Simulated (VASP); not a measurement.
# AlNi3 (Pm-3m) in VASP: notebook

Runs on AlNi3. Level: PBEsol. Tasks: single point.

All numbers are computed with VASP 6.6.1; they aren't measurements. Logs are shortened: lines on timing, memory, paths and dates and some standing lists are left out, and cuts for length are marked.

## (1) The cell of the first run

It takes space group Pm-3m (No. 221, cubic). The conventional cell has a = 3.388 Å, b = 3.388 Å, c = 3.388 Å, α = 90.00°, β = 90.00°, γ = 90.00°. Within 3.2 Å of Ni (site symmetry 4/mmm) lie 8 Ni at 2.40 Å and 4 Al at 2.40 Å. Within 3.2 Å of Al (site symmetry m-3m) lie 12 Ni at 2.40 Å.

## (2) Single point, PBEsol, collinear spin, ferromagnetic start

The input, INCAR:

```
SYSTEM = AlNi3
PREC = Accurate ; ENCUT = 520
EDIFF = 1E-6 ; ISMEAR = -1
SIGMA = 0.05 ; LREAL = .FALSE.
LASPH = .TRUE. ; NELM = 150
ALGO = Normal ; ISIF = 2
LWAVE = .FALSE. ; LCHARG = .TRUE.
ISPIN = 2 ; MAGMOM = 1 1 1 0
LORBIT = 11 ; LMAXMIX = 4
GGA = PS ; LELF = .TRUE.
LVHAR = .TRUE. ; NBANDS = 28
```

The input, KPOINTS:

```
Automatic mesh
0
G
  8 8 8
  0 0 0
```

The input, POSCAR:

```
AlNi3
1.0
    3.3876037858      0.0000000000      0.0000000000
    0.0000000000      3.3876037858      0.0000000000
    0.0000000000      0.0000000000      3.3876037858
Ni Al
3 1
Direct
    0.5000000000      0.5000000000      0.0000000000
    0.5000000000      0.0000000000      0.5000000000
    0.0000000000      0.5000000000      0.5000000000
    0.0000000000      0.0000000000      0.0000000000
```

Potentials or basis: VASP PAW PBE potentials, release 64 (Ni, Al).

The run is started by

```
$ cat potpaw_PBE.64/Ni/POTCAR potpaw_PBE.64/Al/POTCAR > POTCAR
$ mpirun -np 1 vasp_std > vasp.out
```

OUTCAR:

```text
SYSTEM = AlNi3
   PREC = Accurate
   ENCUT = 520
   EDIFF = 1E-6
   ISMEAR = -1
   LREAL = .FALSE.
   LASPH = .TRUE.
   NELM = 150
   ISIF = 2
   ISPIN = 2
   LORBIT = 11
   GGA = PS

 ion  position               nearest neighbor table
   1  0.500  0.500  0.000-   2 2.40   3 2.40   4 2.40   2 2.40   3 2.40   2 2.40   4 2.40   2 2.40
                             3 2.40   4 2.40   3 2.40   4 2.40
   2  0.500  0.000  0.500-   1 2.40   3 2.40   4 2.40   1 2.40   4 2.40   1 2.40   3 2.40   1 2.40
                             3 2.40   4 2.40   4 2.40   3 2.40
   3  0.000  0.500  0.500-   1 2.40   2 2.40   4 2.40   1 2.40   4 2.40   2 2.40   4 2.40   4 2.40
                             1 2.40   2 2.40   1 2.40   2 2.40
   4  0.000  0.000  0.000-   1 2.40   2 2.40   3 2.40   2 2.40   3 2.40   1 2.40   3 2.40   3 2.40
                             1 2.40   2 2.40   2 2.40   1 2.40

  LATTYP: Found a simple cubic cell.
 ALAT       =     3.3876037858

  Lattice vectors:

 A1 = (   3.3876037858,   0.0000000000,   0.0000000000)
 A2 = (   0.0000000000,   3.3876037858,   0.0000000000)
 A3 = (   0.0000000000,   0.0000000000,   3.3876037858)

Analysis of symmetry for initial positions (statically):
=====================================================================
 Subroutine PRICEL returns:
 Original cell was already a primitive cell.

 Routine SETGRP: Setting up the symmetry group for a
 simple cubic supercell.

 Subroutine GETGRP returns: Found 48 space group operations
 (whereof 48 operations were pure point group operations)
 out of a pool of 48 trial point group operations.

The static configuration has the point symmetry O_h .

Analysis of symmetry for dynamics (positions and initial velocities):
=====================================================================
 Subroutine PRICEL returns:
 Original cell was already a primitive cell.

 Routine SETGRP: Setting up the symmetry group for a
 simple cubic supercell.

 Subroutine GETGRP returns: Found 48 space group operations
 (whereof 48 operations were pure point group operations)
 out of a pool of 48 trial point group operations.

The dynamic configuration has the point symmetry O_h .

Analysis of structural, dynamic, and magnetic symmetry:
=====================================================================
 Subroutine PRICEL returns:
 Original cell was already a primitive cell.

 Routine SETGRP: Setting up the symmetry group for a
 simple cubic supercell.

 Subroutine GETGRP returns: Found 48 space group operations
 (whereof 48 operations were pure point group operations)
 out of a pool of 48 trial point group operations.

The overall configuration has the point symmetry O_h .

 Subroutine INISYM returns: Found 48 space group operations
 (whereof 48 operations are pure point group operations),
 and found     1 'primitive' translations

----------------------------------------------------------------------------------------

                                     Primitive cell

  volume of cell :      38.8757

  direct lattice vectors                    reciprocal lattice vectors
     3.387603786  0.000000000  0.000000000     0.295193908  0.000000000  0.000000000
     0.000000000  3.387603786  0.000000000     0.000000000  0.295193908  0.000000000
     0.000000000  0.000000000  3.387603786     0.000000000  0.000000000  0.295193908

  length of vectors
     3.387603786  3.387603786  3.387603786     0.295193908  0.295193908  0.295193908

  position of ions in fractional coordinates (direct lattice)
     0.500000000  0.500000000  0.000000000
     0.500000000  0.000000000  0.500000000
     0.000000000  0.500000000  0.500000000
     0.000000000  0.000000000  0.000000000

  ion indices of the primitive-cell ions
   primitive index   ion index
                 1           1
                 2           2
                 3           3
                 4           4

----------------------------------------------------------------------------------------

 KPOINTS: Automatic mesh

Automatic generation of k-mesh.
 Grid dimensions read from file:
 generate k-points for:    8    8    8

 Generating k-lattice:

  Cartesian coordinates                     Fractional coordinates (reciprocal lattice)
     0.036899238  0.000000000  0.000000000     0.125000000  0.000000000  0.000000000
     0.000000000  0.036899238  0.000000000     0.000000000  0.125000000  0.000000000
     0.000000000  0.000000000  0.036899238     0.000000000  0.000000000  0.125000000

  Length of vectors
     0.036899238  0.036899238  0.036899238

  Shift w.r.t. Gamma in fractional coordinates (k-lattice)
     0.000000000  0.000000000  0.000000000

 Subroutine IBZKPT returns following result:
 ===========================================

 Found     35 irreducible k-points:

 Following reciprocal coordinates:
            Coordinates               Weight
  0.000000  0.000000  0.000000      1.000000
  0.125000  0.000000  0.000000      6.000000
  0.250000  0.000000  0.000000      6.000000
  0.375000  0.000000  0.000000      6.000000
  0.500000  0.000000  0.000000      3.000000
  0.125000  0.125000  0.000000     12.000000
[... 16 lines left out ...]
  0.375000  0.375000  0.125000     24.000000
  0.500000  0.375000  0.125000     24.000000
 [... further k-points ...]
   k-points           NKPTS =     35   k-points in BZ     NKDIM =     35   number of bands    NBANDS=     28
   number of dos      NEDOS =    301   number of ions     NIONS =      4
   total plane-waves  NPLWV =  21952
   dimension x,y,z NGX =    28 NGY =   28 NGZ =   28
   dimension x,y,z NGXF=    56 NGYF=   56 NGZF=   56
   ions per type =               3   1
   NGX,Y,Z   is equivalent  to a cutoff of  13.74, 13.74, 13.74 a.u.
   NGXF,Y,Z  is equivalent  to a cutoff of  27.48, 27.48, 27.48 a.u.
 SYSTEM =  AlNi3
   PREC   = accura    normal or accurate (medium, high low for compatibility)
   ISTART =      0    job   : 0-new  1-cont  2-samecut
   ICHARG =      2    charge: 1-file 2-atom 10-const
   ISPIN  =      2    spin polarized calculation?
   LNONCOLLINEAR =      F non collinear calculations
   LSORBIT =      F    spin-orbit coupling
   LASPH  =      T    aspherical Exc in radial PAW
   ENCUT  =  520.0 eV  38.22 Ry    6.18 a.u.   6.30  6.30  6.30*2*pi/ulx,y,z
   NELM   =    150;   NELMIN=  2; NELMDL= -5     # of ELM steps
   EDIFF  = 0.1E-05   stopping-criterion for ELM
   LREAL  =      F    real-space projection
   EDIFFG = 0.1E-04   stopping-criterion for IOM
   NSW    =      0    number of steps for IOM
   IBRION =     -1    ionic relax: 0-MD 1-quasi-New 2-CG
   NFREE  =      0    steps in history (QN), initial steepest desc. (CG)
   ISIF   =      2    stress and relaxation
   ISYM   =      2    0-nonsym 1-usesym 2-fastsym
   POTIM  = 0.5000    time-step for ionic-motion
   TEBEG  =    0.0;   TEEND  =   0.0 temperature during run
   PSTRESS=    0.0 pullay stress
   NELECT =      33.0000    total number of electrons
   NUPDOWN=      -1.0000    fix difference up-down
   EMIN   =  10.00;   EMAX   =-10.00  energy-range for DOS
   EFERMI =   0.00;   METHOD = LEGACY
   ISMEAR =    -1;   SIGMA  =   0.05  broadening in eV -4-tet -1-fermi 0-gaus
   EFERMI_NEDOS =   21; number of points for ismear=-14 and -15
   IALGO  =     38    algorithm
   IMIX   =      4    mixing-type and parameters
     AMIX     =   0.40;   BMIX     =  1.00
     AMIX_MAG =   1.60;   BMIX_MAG =  1.00
  volume/ion in A,a.u.               =       9.72        65.59
  Fermi-wavevector in a.u.,A,eV,Ry     =   1.550078  2.929223 32.691284  2.402742
  Thomas-Fermi vector in A             =   2.654793
   LORBIT       =     11    0 simple, 1 ext, 2 COOP (PROOUT), +10 PAW based schemes
   GGA     = PS    functional components
   LHFCALC =     F    Hartree Fock is set to
   AEXX    =    0.0000 exact exchange contribution
   IVDW    =     0    specifies the selected vdW correction
   LEPSILON=     F    determine dielectric tensor
   LRPA    =     F    only Hartree local field effects (RPA)
 spin polarized calculation
  energy-cutoff  :      520.00
  volume of cell :       38.88
 maximum number of plane-waves:      1064
 NGX is ok and might be reduce to    28
   NGX = 13   NGY = 13   NGZ = 13

 number of electron      33.0000033 magnetization       0.4409108

 Free energy of the ion-electron system (eV)
  ---------------------------------------------------
  ext. energy  EPLUGINS =         0.00000000
  ---------------------------------------------------
  free energy    TOTEN  =       -23.90471107 eV

  energy without entropy =      -23.87272486  energy(sigma->0) =      -23.88871797

 E-fermi :  11.4824     XC(G=0): -13.6611

 val. band max:       11.4802973170   @ k =   0.0000   0.0000   0.0000
 cond. band min:      11.5004137945   @ k =   0.3750   0.3750   0.3750
 fundamental gap:      0.0201164774
 Fermi energy:        11.4823995857

 spin component 1

 k-point     1 :       0.0000    0.0000    0.0000
  band No.  band energies     occupation
      1       0.4707      1.00000
      2       6.2645      1.00000
      3       7.0598      1.00000
      4       7.0598      1.00000
      5       7.5123      1.00000
      6       7.5123      1.00000
[... 20 lines left out ...]
     27      26.8231      0.00000
     28      26.8231      0.00000

 k-point     2 :       0.1250    0.0000    0.0000
  band No.  band energies     occupation
      1       0.6837      1.00000
      2       6.3381      1.00000
      3       6.9489      1.00000
      4       7.2024      1.00000
      5       7.5545      1.00000
      6       7.5545      1.00000
[... 20 lines left out ...]
     27      26.1587      0.00000
     28      26.1587      0.00000

 k-point     3 :       0.2500    0.0000    0.0000
  band No.  band energies     occupation
      1       1.3101      1.00000
      2       6.1640      1.00000
      3       6.8317      1.00000
      4       7.5927      1.00000
      5       7.6701      1.00000
      6       7.6701      1.00000
[... 616 lines left out ...]
      3       6.2592      1.00000
      4       7.7165      1.00000
      5       7.8989      1.00000
      6       8.1562      1.00000
[... 20 lines left out ...]
     27      26.6325      0.00000
     28      28.9347      0.00000

 k-point    24 :       0.5000    0.3750    0.1250
  band No.  band energies     occupation
      1       4.7508      1.00000
      2       5.5595      1.00000
      3       6.4913      1.00000
      4       7.6567      1.00000
      5       7.9446      1.00000
      6       8.2996      1.00000
[... 20 lines left out ...]
     27      27.5293      0.00000
     28      28.0047      0.00000

 [... further k-points ...]

 spin component 2

 k-point     1 :       0.0000    0.0000    0.0000
  band No.  band energies     occupation
      1       0.4601      1.00000
      2       6.3220      1.00000
      3       7.1528      1.00000
      4       7.1528      1.00000
      5       7.6774      1.00000
      6       7.6774      1.00000
[... 20 lines left out ...]
     27      26.8290      0.00000
     28      26.8290      0.00000

 k-point     2 :       0.1250    0.0000    0.0000
  band No.  band energies     occupation
      1       0.6731      1.00000
      2       6.3942      1.00000
      3       7.0329      1.00000
      4       7.2971      1.00000
      5       7.7154      1.00000
      6       7.7154      1.00000
[... 20 lines left out ...]
     27      26.1625      0.00000
     28      26.1625      0.00000

 k-point     3 :       0.2500    0.0000    0.0000
  band No.  band energies     occupation
      1       1.2996      1.00000
      2       6.2020      1.00000
      3       6.9020      1.00000
      4       7.6925      1.00000
      5       7.8176      1.00000
      6       7.8176      1.00000
[... 616 lines left out ...]
      3       6.2953      1.00000
      4       7.7936      1.00000
      5       7.9821      1.00000
      6       8.2938      1.00000
[... 20 lines left out ...]
     27      26.6184      0.00000
     28      28.9515      0.00000

 k-point    24 :       0.5000    0.3750    0.1250
  band No.  band energies     occupation
      1       4.7504      1.00000
      2       5.5810      1.00000
      3       6.5421      1.00000
      4       7.7396      1.00000
      5       8.0131      1.00000
      6       8.4381      1.00000
[... 20 lines left out ...]
     27      27.5161      0.00000
     28      28.0294      0.00000

 [... further k-points ...]

------------------------ aborting loop because EDIFF is reached ----------------------------------------

  FORCE on cell =-STRESS in cart. coord.  units (eV):
  Direction    XX          YY          ZZ          XY          YZ          ZX
  --------------------------------------------------------------------------------------
  -------------------------------------------------------------------------------------
  Total        7.2780292      7.2780292      7.2780292      0.0000000      0.0000000     -0.0000000
  in kB      299.9483975    299.9483975    299.9483975      0.0000000      0.0000000     -0.0000000
  external PRESSURE =     299.9483975 kB  Pullay stress =       0.0000000 kB

 VOLUME and BASIS-vectors are now :
 -----------------------------------------------------------------------------
  energy-cutoff  :      520.00
  volume of cell :       38.88
      direct lattice vectors                 reciprocal lattice vectors
     3.387603786  0.000000000  0.000000000     0.295193908  0.000000000  0.000000000
     0.000000000  3.387603786  0.000000000     0.000000000  0.295193908  0.000000000
     0.000000000  0.000000000  3.387603786     0.000000000  0.000000000  0.295193908

 POSITION                                       TOTAL-FORCE (eV/Angst)
 -----------------------------------------------------------------------------------
      1.69380      1.69380      0.00000         0.000000      0.000000      0.000000
      1.69380      0.00000      1.69380         0.000000      0.000000      0.000000
      0.00000      1.69380      1.69380         0.000000      0.000000      0.000000
      0.00000      0.00000      0.00000         0.000000      0.000000      0.000000
 -----------------------------------------------------------------------------------
    total drift:                                0.000000      0.000000      0.000000

  FREE ENERGIE OF THE ION-ELECTRON SYSTEM (eV)
  ---------------------------------------------------
  free  energy   TOTEN  =       -23.9047110745 eV

  energy  without entropy=      -23.8727248558  energy(sigma->0) =      -23.88871797

 total charge

# of ion       s       p       d       tot
------------------------------------------
    1        0.568   0.671   8.469   9.709
    2        0.568   0.671   8.469   9.709
    3        0.568   0.671   8.469   9.709
    4        0.428   0.460   0.000   0.888
--------------------------------------------------
tot          2.133   2.474  25.407  30.014

 magnetization (x)

# of ion       s       p       d       tot
------------------------------------------
    1       -0.002  -0.006   0.160   0.153
    2       -0.002  -0.006   0.160   0.153
    3       -0.002  -0.006   0.160   0.153
    4       -0.001  -0.005   0.000  -0.006
--------------------------------------------------
tot         -0.006  -0.022   0.480   0.452
```

Run time: 42 s. Hardware: 1 thread of Intel Xeon 6975P-C (Granite Rapids), shared host; peak memory 0.2 GiB.

What came out:

```yaml
Free_energy: -23.9047 eV
Pressure: 30.0 GPa
Net_moment: 0.44 μB per cell
Site_moments: Ni +0.15; Al -0.01 μB
Valence_electrons_inside_the_program's_atomic_spheres: Ni 9.71; Al 0.89
```

Caveat: the cell stands under pressure; the PAW data sets were made with another functional, which shifts forces and pressure a little.

## (3) Single point, PBEsol, collinear spin, ferromagnetic start

This run uses another cell than the first one, of 10.04 Å³/atom.

The input, INCAR:

```
SYSTEM = AlNi3
PREC = Accurate ; ENCUT = 520
EDIFF = 1E-6 ; ISMEAR = -1
SIGMA = 0.05 ; LREAL = .FALSE.
LASPH = .TRUE. ; NELM = 150
ALGO = Normal ; ISIF = 2
LWAVE = .FALSE. ; LCHARG = .FALSE.
ISPIN = 2 ; MAGMOM = 1 1 1 0
LORBIT = 11 ; LMAXMIX = 4
GGA = PS ; NBANDS = 28
```

KPOINTS is that of step 2.

The input, POSCAR:

```
AlNi3
1.0
    3.4242307668      0.0000000000      0.0000000000
    0.0000000000      3.4242307668      0.0000000000
    0.0000000000      0.0000000000      3.4242307668
Ni Al
3 1
Direct
    0.5000000000      0.5000000000      0.0000000000
    0.5000000000      0.0000000000      0.5000000000
    0.0000000000      0.5000000000      0.5000000000
    0.0000000000      0.0000000000      0.0000000000
```

Potentials or basis: VASP PAW PBE potentials, release 64 (Ni, Al).

The run is started by

```
$ cat potpaw_PBE.64/Ni/POTCAR potpaw_PBE.64/Al/POTCAR > POTCAR
$ mpirun -np 1 vasp_std > vasp.out
```

It took 38 s on 1 thread of Intel Xeon 6975P-C (Granite Rapids), shared host; peak memory 0.2 GiB.

It converged, with:

- Free energy: -24.1028 eV
- Pressure: 20.1 GPa
- Net moment: 0.50 μB per cell
- Site moments: Ni +0.17; Al -0.01 μB
- Valence electrons inside the program's atomic spheres: Ni 9.63; Al 0.87

Levels at points of the mesh, in eV from the Fermi level:
Spin up:
| k point | band 15 | band 16 | band 17 | band 18 | band 19 | band 20 |
| --- | --- | --- | --- | --- | --- | --- |
| (0.00, 0.00, 0.00) | 0.06 | 0.06 | 0.90 | 0.90 | 0.90 | 7.25 |
| (0.50, 0.00, 0.00) | -1.13 | -0.49 | 0.06 | 5.97 | 5.97 | 6.16 |
| (0.50, 0.50, 0.00) | -1.04 | -1.02 | -0.62 | 1.10 | 1.10 | 8.74 |
| (0.50, 0.50, 0.50) | -1.17 | -0.39 | -0.16 | -0.16 | -0.16 | 4.25 |
Spin down:
```csv
k point,band 12,band 13,band 14,band 15,band 16,band 17,band 18,band 19,band 20,band 21
"(0.00, 0.00, 0.00)",-0.43,0.00,0.35,0.35,0.35,0.88,0.88,0.88,7.32,7.32
"(0.50, 0.00, 0.00)",-1.18,-1.12,-1.12,-0.97,-0.35,0.35,6.01,6.01,6.20,6.20
"(0.50, 0.50, 0.00)",-1.32,-1.32,-1.24,-0.91,-0.76,-0.52,1.29,1.29,8.78,8.78
"(0.50, 0.50, 0.50)",-1.33,-1.33,-1.04,-1.04,-0.39,0.09,0.09,0.09,4.31,4.79
```

Caveat: the cell stands under pressure; the PAW data sets were made with another functional, which shifts forces and pressure a little.

[end of part 1 of 2]
